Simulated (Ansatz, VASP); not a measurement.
Te in VASP and in Ansatz

Contents of INCAR:

```
PREC     = Accurate       # precision mode
ENCUT    = 520            # plane-wave cutoff, eV
EDIFF    = 1E-8           # SCF threshold, eV
ISMEAR   = -1             # smearing method
SIGMA    = 0.05           # smearing width, eV
LREAL    = False          # projectors in reciprocal space
LASPH    = True           # aspherical terms in the spheres
NELM     = 60             # most SCF steps
ALGO     = Normal         # electronic algorithm
ISIF     = 2              # what is computed and relaxed
LWAVE    = False          # write WAVECAR
LCHARG   = False          # write CHGCAR
GGA      = CA             # functional
LEFG     = True         
NBANDS   = 16             # bands
```

File KPOINTS:

```
regular mesh
0
Gamma
  8 8 8
```

POSCAR

```
Te
1.0
    4.2222440000     -2.3500295000      0.0093145000
    4.2459560000      2.3923705000      0.0330265000
   -0.1106632500      0.0191345000      3.9566977500
Te
3
Direct
    0.6760000000      0.6760000000      0.6750000000
    0.3240000000      0.3240000000      0.3250000000
    0.0000000000      0.0000000000      0.0000000000
```

Input for Ansatz:

```yaml
crystal:
  lattice:
    - [4.222244, -2.3500295, 0.0093145]
    - [4.245956, 2.3923705, 0.0330265]
    - [-0.11066325, 0.0191345, 3.95669775]
  atoms:
    - { symbol: Te, position: [0.676, 0.676, 0.675] }
    - { symbol: Te, position: [0.324, 0.324, 0.325] }
    - { symbol: Te, position: [0.0, 0.0, 0.0] }
kpoints:
  mp_grid: { grid: [8, 8, 8] }
scf:
  occupations: { method: fermi_dirac, width: 0.05 }
hamiltonian:
  xc: lda
  pseudopotentials: { kind: all_electron, datasets: crystal }
output:
  forces: true
  stress: true
  eigenvalues: true
  efg: { contact_densities: true }
```

Change from the starting cell: equal xy, yz and zx shear strains of +1 %, crystal datasets.

Alike in both runs: task electric field gradients; functional LDA; k mesh 8 × 8 × 8; occupations fermi-dirac, width 0.05 eV; no spin polarisation.

|  | VASP | Ansatz |
| --- | --- | --- |
| version | VASP 6.6.1 | Ansatz 0.2.0 |
| potentials or method | VASP PAW LDA potentials, release 64 (Te), cutoff 520 eV | all-electron PAW with datasets made for the crystal, scalar-relativistic |

VASP gave:

```
pressure (GPa)                                                : 4.9
traceless stress, the component that is largest in VASP (GPa) : 0.98
rms of the force components (eV/Å)                            : 0.209
size of Vzz on the site where it differs most (V/Å²)          : 310.8
```

Q: Estimate Ansatz's values.

A: Pressure (GPa): 4.8; traceless stress, the component that is largest in VASP (GPa): 1.08; rms of the force components (eV/Å): 0.204; size of Vzz on the site where it differs most (V/Å²): 323.0.

LDA's correlation is that of Perdew and Zunger in VASP and of Perdew and Wang (1992) in Ansatz. Atom by atom the forces differ by 0.006 eV/Å (rms over components). Ansatz ran all-electron here, and VASP with PAW potentials.

Spin-orbit coupling is off throughout.
